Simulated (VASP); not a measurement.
# SrCl2 (P1) in VASP: single point with PBE

Aim: the single point of SrCl2 with PBE.

Program: VASP 6.6.1. These are calculated values, not measurements. Logs are shortened: lines on timing, memory, paths and dates and some standing lists are left out, and cuts for length are marked.

**1. The cell of the first run**

The typed cell holds 3 atoms: a = 6.585 Å, b = 6.597 Å, c = 6.591 Å, α = 37.14°, β = 36.66°, γ = 36.90°.

**2. Single point, PBE (shear xy strain -1.6%)**

Contents of INCAR:

```
PREC = Accurate
ENCUT = 520
EDIFF = 1E-6
ISMEAR = -1
SIGMA = 0.02
LREAL = F
LASPH = T
NELM = 100
ALGO = Normal
ISIF = 2
LWAVE = F
LCHARG = F
GGA = PE
NBANDS = 19
```

Contents of KPOINTS:

```
regular mesh
0
Gamma
  8 8 8
```

Contents of POSCAR:

```
SrCl2
1.0
    2.0763509546      1.1879359151      6.1350485022
   -2.0951365482      1.2204735176      6.1350485022
    0.0187855936     -2.4084094327      6.1350485022
Sr Cl
1 2
Direct
    0.0025387760     -0.0020768910      0.0001434624
    0.4210618480      0.4244344651      0.4228019292
    0.2430660426      0.2443090925      0.2437212749
```

Potentials or basis: VASP PAW PBE potentials, release 64 (Sr_sv, Cl).

Command:

```sh
cat potpaw_PBE.64/Sr_sv/POTCAR potpaw_PBE.64/Cl/POTCAR > POTCAR
mpirun -np 1 vasp_std > vasp.out
```

OUTCAR:

```text
PREC = Accurate
   ENCUT = 520
   EDIFF = 1E-6
   ISMEAR = -1
   LREAL = F
   LASPH = T
   NELM = 100
   ISIF = 2
   GGA = PE

 ion  position               nearest neighbor table
   1  0.003  0.998  0.000-   2 2.91   2 2.92   2 2.92   3 2.92   3 2.92   3 2.93
   2  0.421  0.424  0.423-   1 2.91   1 2.92   1 2.92
   3  0.243  0.244  0.244-   1 2.92   1 2.92   1 2.93

  LATTYP: Found a triclinic cell.
 ALAT       =     4.1716143975
 B/A-ratio  =     1.0067319278
 C/A-ratio  =     1.5785077363
 COS(alpha) =     0.0028336551
 COS(beta)  =     0.3139021308
 COS(gamma) =     0.5100753838

  Lattice vectors:

 A1 = (  -4.1714875028,   0.0325376025,   0.0000000000)
 A2 = (  -2.1139221418,   3.6288829503,   0.0000000000)
 A3 = (  -2.0763509546,  -1.1879359151,  -6.1350485022)

Analysis of symmetry for initial positions (statically):
=====================================================================
 Subroutine PRICEL returns:
 Original cell was already a primitive cell.

 Routine SETGRP: Setting up the symmetry group for a
 triclinic supercell.

 Subroutine GETGRP returns: Found  1 space group operations
 (whereof  1 operations were pure point group operations)
 out of a pool of  2 trial point group operations.

The static configuration has the point symmetry C_1 .

Analysis of symmetry for dynamics (positions and initial velocities):
=====================================================================
 Subroutine PRICEL returns:
 Original cell was already a primitive cell.

 Routine SETGRP: Setting up the symmetry group for a
 triclinic supercell.

 Subroutine GETGRP returns: Found  1 space group operations
 (whereof  1 operations were pure point group operations)
 out of a pool of  2 trial point group operations.

The dynamic configuration has the point symmetry C_1 .

 Subroutine INISYM returns: Found  1 space group operations
 (whereof  1 operations are pure point group operations),
 and found     1 'primitive' translations

----------------------------------------------------------------------------------------

                                     Primitive cell

  volume of cell :      92.4494

  direct lattice vectors                    reciprocal lattice vectors
     2.076350955  1.187935915  6.135048502     0.240816843  0.140282303  0.054332632
    -2.095136548  1.220473518  6.135048502    -0.238657610  0.136542402  0.054332632
     0.018785594 -2.408409433  6.135048502    -0.002159233 -0.276824704  0.054332632

  length of vectors
     6.584925599  6.596815359  6.590873161     0.283943500  0.280273647  0.282114541

  position of ions in fractional coordinates (direct lattice)
     0.002538776  0.997923109  0.000143462
     0.421061848  0.424434465  0.422801929
     0.243066043  0.244309093  0.243721275

  ion indices of the primitive-cell ions
   primitive index   ion index
                 1           1
                 2           2
                 3           3

----------------------------------------------------------------------------------------

 KPOINTS: regular mesh

Automatic generation of k-mesh.
 Grid dimensions read from file:
 generate k-points for:    8    8    8

 Generating k-lattice:

  Cartesian coordinates                     Fractional coordinates (reciprocal lattice)
     0.030102105  0.017535288  0.006791579     0.125000000  0.000000000 -0.000000000
    -0.029832201  0.017067800  0.006791579     0.000000000  0.125000000  0.000000000
    -0.000269904 -0.034603088  0.006791579     0.000000000  0.000000000  0.125000000

  Length of vectors
     0.035492937  0.035034206  0.035264318

  Shift w.r.t. Gamma in fractional coordinates (k-lattice)
     0.000000000  0.000000000  0.000000000

 Subroutine IBZKPT returns following result:
 ===========================================

 Found    260 irreducible k-points:

 Following reciprocal coordinates:
            Coordinates               Weight
  0.000000  0.000000  0.000000      1.000000
  0.125000  0.000000  0.000000      2.000000
  0.250000  0.000000  0.000000      2.000000
  0.375000 -0.000000  0.000000      2.000000
  0.500000  0.000000  0.000000      1.000000
  0.000000  0.125000  0.000000      2.000000
[... 16 lines left out ...]
  0.125000  0.375000  0.000000      2.000000
  0.250000  0.375000  0.000000      2.000000
 [... further k-points ...]
   k-points           NKPTS =    260   k-points in BZ     NKDIM =    260   number of bands    NBANDS=     19
   number of dos      NEDOS =    301   number of ions     NIONS =      3
   total plane-waves  NPLWV = 125000
   dimension x,y,z NGX =    50 NGY =   50 NGZ =   50
   dimension x,y,z NGXF=   100 NGYF=  100 NGZF=  100
   ions per type =               1   2
   NGX,Y,Z   is equivalent  to a cutoff of  12.62, 12.60, 12.61 a.u.
   NGXF,Y,Z  is equivalent  to a cutoff of  25.25, 25.20, 25.22 a.u.
 SYSTEM =  unknown system
   PREC   = accura    normal or accurate (medium, high low for compatibility)
   ISTART =      0    job   : 0-new  1-cont  2-samecut
   ICHARG =      2    charge: 1-file 2-atom 10-const
   ISPIN  =      1    spin polarized calculation?
   LNONCOLLINEAR =      F non collinear calculations
   LSORBIT =      F    spin-orbit coupling
   LASPH  =      T    aspherical Exc in radial PAW
   ENCUT  =  520.0 eV  38.22 Ry    6.18 a.u.  12.24 12.27 12.25*2*pi/ulx,y,z
   NELM   =    100;   NELMIN=  2; NELMDL= -5     # of ELM steps
   EDIFF  = 0.1E-05   stopping-criterion for ELM
   LREAL  =      F    real-space projection
   EDIFFG = 0.1E-04   stopping-criterion for IOM
   NSW    =      0    number of steps for IOM
   IBRION =     -1    ionic relax: 0-MD 1-quasi-New 2-CG
   NFREE  =      0    steps in history (QN), initial steepest desc. (CG)
   ISIF   =      2    stress and relaxation
   ISYM   =      2    0-nonsym 1-usesym 2-fastsym
   POTIM  = 0.5000    time-step for ionic-motion
   TEBEG  =    0.0;   TEEND  =   0.0 temperature during run
   PSTRESS=    0.0 pullay stress
   NELECT =      24.0000    total number of electrons
   NUPDOWN=      -1.0000    fix difference up-down
   EMIN   =  10.00;   EMAX   =-10.00  energy-range for DOS
   EFERMI =   0.00;   METHOD = LEGACY
   ISMEAR =    -1;   SIGMA  =   0.02  broadening in eV -4-tet -1-fermi 0-gaus
   EFERMI_NEDOS =   21; number of points for ismear=-14 and -15
   IALGO  =     38    algorithm
   IMIX   =      4    mixing-type and parameters
     AMIX     =   0.40;   BMIX     =  1.00
     AMIX_MAG =   1.60;   BMIX_MAG =  1.00
  volume/ion in A,a.u.               =      30.82       207.96
  Fermi-wavevector in a.u.,A,eV,Ry     =   1.044345  1.973525 14.839274  1.090656
  Thomas-Fermi vector in A             =   2.179093
   LORBIT       =      0    0 simple, 1 ext, 2 COOP (PROOUT), +10 PAW based schemes
   GGA     = PE    functional components
   LHFCALC =     F    Hartree Fock is set to
   AEXX    =    0.0000 exact exchange contribution
   IVDW    =     0    specifies the selected vdW correction
   LEPSILON=     F    determine dielectric tensor
   LRPA    =     F    only Hartree local field effects (RPA)
 non-spin polarized calculation
  energy-cutoff  :      520.00
  volume of cell :       92.45
 maximum number of plane-waves:      2517
 NGX is ok and might be reduce to    50
   NGX = 25   NGY = 25   NGZ = 25

 number of electron      23.9999999 magnetization

 Free energy of the ion-electron system (eV)
  ---------------------------------------------------
  ext. energy  EPLUGINS =         0.00000000
  ---------------------------------------------------
  free energy    TOTEN  =       -12.16428196 eV

  energy without entropy =      -12.16428196  energy(sigma->0) =      -12.16428196

 E-fermi :   0.2210     XC(G=0):  -7.8899

 val. band max:       -0.2255374157   @ k =   0.0000   0.0000   0.0000
 cond. band min:       4.1250317393   @ k =   0.0000   0.0000   0.0000
 fundamental gap:      4.3505691550
 Fermi energy:         0.2210150457

 k-point     1 :       0.0000    0.0000    0.0000
  band No.  band energies     occupation
      1     -33.5292      2.00000
      2     -15.7509      2.00000
      3     -15.5052      2.00000
      4     -15.5032      2.00000
      5     -13.5519      2.00000
      6     -12.7262      2.00000
[... 11 lines left out ...]
     18       6.7787      0.00000
     19       7.7398      0.00000

 k-point     2 :       0.1250    0.0000    0.0000
  band No.  band energies     occupation
      1     -33.5267      2.00000
      2     -15.7209      2.00000
      3     -15.5861      2.00000
      4     -15.5124      2.00000
      5     -13.4631      2.00000
      6     -12.7688      2.00000
[... 11 lines left out ...]
     18       6.9423      0.00000
     19       8.3689      0.00000

 k-point     3 :       0.2500    0.0000    0.0000
  band No.  band energies     occupation
      1     -33.5207      2.00000
      2     -15.7590      2.00000
      3     -15.6446      2.00000
      4     -15.5344      2.00000
      5     -13.2704      2.00000
      6     -12.8747      2.00000
[... 11 lines left out ...]
     18       7.3921      0.00000
     19       9.2894      0.00000

 k-point     4 :       0.3750   -0.0000    0.0000
  band No.  band energies     occupation
      1     -33.5148      2.00000
      2     -15.9094      2.00000
      3     -15.5627      2.00000
      4     -15.5562      2.00000
      5     -13.0991      2.00000
      6     -12.9856      2.00000
[... 11 lines left out ...]
     18       7.8058      0.00000
     19       9.0497      0.00000

 k-point     5 :       0.5000    0.0000    0.0000
  band No.  band energies     occupation
      1     -33.5123      2.00000
      2     -15.9669      2.00000
      3     -15.5652      2.00000
      4     -15.5267      2.00000
      5     -13.0393      2.00000
      6     -13.0267      2.00000
[... 11 lines left out ...]
     18       7.9591      0.00000
     19       9.1246      0.00000
[... 334 lines left out ...]
      2     -15.8504      2.00000
      3     -15.5893      2.00000
      4     -15.5643      2.00000
      5     -13.1472      2.00000
      6     -12.9509      2.00000
[... 11 lines left out ...]
     18       7.6467      0.00000
     19       9.2452      0.00000

 k-point    22 :       0.0000    0.3750    0.0000
  band No.  band energies     occupation
      1     -33.5159      2.00000
      2     -15.9056      2.00000
      3     -15.5667      2.00000
      4     -15.5524      2.00000
      5     -13.0966      2.00000
      6     -12.9876      2.00000
[... 11 lines left out ...]
     18       7.8047      0.00000
     19       9.0155      0.00000

 k-point    23 :       0.1250    0.3750    0.0000
  band No.  band energies     occupation
      1     -33.5174      2.00000
      2     -15.8458      2.00000
      3     -15.5920      2.00000
      4     -15.5668      2.00000
      5     -13.1359      2.00000
      6     -12.9614      2.00000
[... 11 lines left out ...]
     18       7.7076      0.00000
     19       9.2429      0.00000

 k-point    24 :       0.2500    0.3750    0.0000
  band No.  band energies     occupation
      1     -33.5172      2.00000
      2     -15.8450      2.00000
      3     -15.5924      2.00000
      4     -15.5682      2.00000
      5     -13.1255      2.00000
      6     -12.9736      2.00000
[... 11 lines left out ...]
     18       7.7628      0.00000
     19       9.2415      0.00000

 [... further k-points ...]
[... 5 lines left out ...]
  --------------------------------------------------------------------------------------
  -------------------------------------------------------------------------------------
  Total        0.7591204      0.7661045      0.7301830      0.0906111     -0.0000579      0.0179708
  in kB       13.1557970     13.2768332     12.6543026      1.5703187     -0.0010036      0.3114398
  external PRESSURE =      13.0289776 kB  Pullay stress =       0.0000000 kB

 VOLUME and BASIS-vectors are now :
 -----------------------------------------------------------------------------
  energy-cutoff  :      520.00
  volume of cell :       92.45
      direct lattice vectors                 reciprocal lattice vectors
     2.076350955  1.187935915  6.135048502     0.240816843  0.140282303  0.054332632
    -2.095136548  1.220473518  6.135048502    -0.238657610  0.136542402  0.054332632
     0.018785594 -2.408409433  6.135048502    -0.002159233 -0.276824704  0.054332632

 POSITION                                       TOTAL-FORCE (eV/Angst)
 -----------------------------------------------------------------------------------
     -2.08551      1.22061      6.13876        -0.001520      0.000110     -0.003514
     -0.00703     -0.00007      7.78107         0.000311     -0.000083      0.000070
     -0.00259     -0.00006      4.48531         0.001209     -0.000027      0.003445
 -----------------------------------------------------------------------------------
    total drift:                                0.000015     -0.000003     -0.000108

  FREE ENERGIE OF THE ION-ELECTRON SYSTEM (eV)
  ---------------------------------------------------
  free  energy   TOTEN  =       -12.1642819618 eV

  energy  without entropy=      -12.1642819618  energy(sigma->0) =      -12.16428196
```

Run time: 9.4 min. Hardware: 1 thread of Intel Xeon 6975P-C (Granite Rapids), shared host; peak memory 0.65 GiB.

What came out:

```
Free energy            : -12.1643 eV
Pressure               : 1.3 GPa
Largest force          : 0.004 eV/Å
Band gap on the k mesh : 4.35 eV
```

Forces on the atoms (eV/Å):
```
Sr  -0.002  0.000 -0.004
Cl   0.000  0.000  0.000
Cl   0.001  0.000  0.003
```

Stress tensor (GPa, compression positive):
```
1.32 0.16 0.03
0.16 1.33 0.00
0.03 0.00 1.27
```

Caveat: the cell differs from its parent crystal (shear xy strain -1.6%). A k mesh can miss the band edges.
